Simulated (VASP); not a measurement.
Crystal: MgSiN.

```
Mg Si N
1.0
     3.37332    0.00000    0.00000
     0.00000    3.37332    0.00000
     0.00000    0.00000    3.43587
Mg Si N
1 1 1
Direct
  0.50000 0.50000 0.50000
  0.50000 0.50000 0.00000
  0.00000 0.00000 0.00000
```

```yaml
Program: VASP 6.6.1
Task: relaxation of cell and atoms
Functional: PBE
Potentials_or_basis: VASP PAW PBE potentials, release 64 (Mg, Si, N)
Cutoff: 600 eV
k_mesh: 6 × 6 × 6
Occupations: gaussian, width 0.1 eV
Spin: no spin polarisation
```

At the start: pressure 77.4 GPa; volume 13.03 Å³/atom.

Q: How do energy, volume and symmetry change on relaxing?

A: Over 11 steps the energy falls by 4109.3 meV/atom and the volume is 13.81 Å³/atom (+6.0 %); space group P4/mmm (No. 123, to 0.05 Å).

Step by step:
| step | energy change (eV) | largest force (eV/Å) | pressure (GPa) | volume (Å³) |
| --- | --- | --- | --- | --- |
| 1 | 0.0000 | 0.0000 | 77.44 | 39.10 |
| 2 | -9.3413 | 0.0000 | -22.88 | 67.12 |
| 3 | -11.0670 | 0.0000 | -14.43 | 54.44 |
| 4 | -11.0660 | 0.0000 | -14.01 | 54.17 |
| 5 | -11.0611 | 0.0000 | -13.36 | 53.76 |
| 6 | -12.0422 | 0.0000 | -6.52 | 44.50 |
| 7 | -12.2568 | 0.0000 | 3.90 | 40.04 |
| 8 | -12.3199 | 0.0000 | 2.47 | 40.65 |
| 9 | -12.3209 | 0.0000 | 2.56 | 40.59 |
| 10 | -12.3265 | 0.0000 | -1.08 | 41.81 |
| 11 | -12.3278 | 0.0000 | 0.03 | 41.43 |

Final structure:
```yaml
crystal:
  lattice:
    - [2.76330, 0.00000, 0.00000]
    - [0.00000, 2.76330, 0.00000]
    - [0.00000, 0.00000, 5.42600]
  atoms:
    - { symbol: Mg, position: [0.50000, 0.50000, 0.50000] }
    - { symbol: Si, position: [0.50000, 0.50000, 0.00000] }
    - { symbol: N, position: [0.00000, 0.00000, 0.00000] }
```
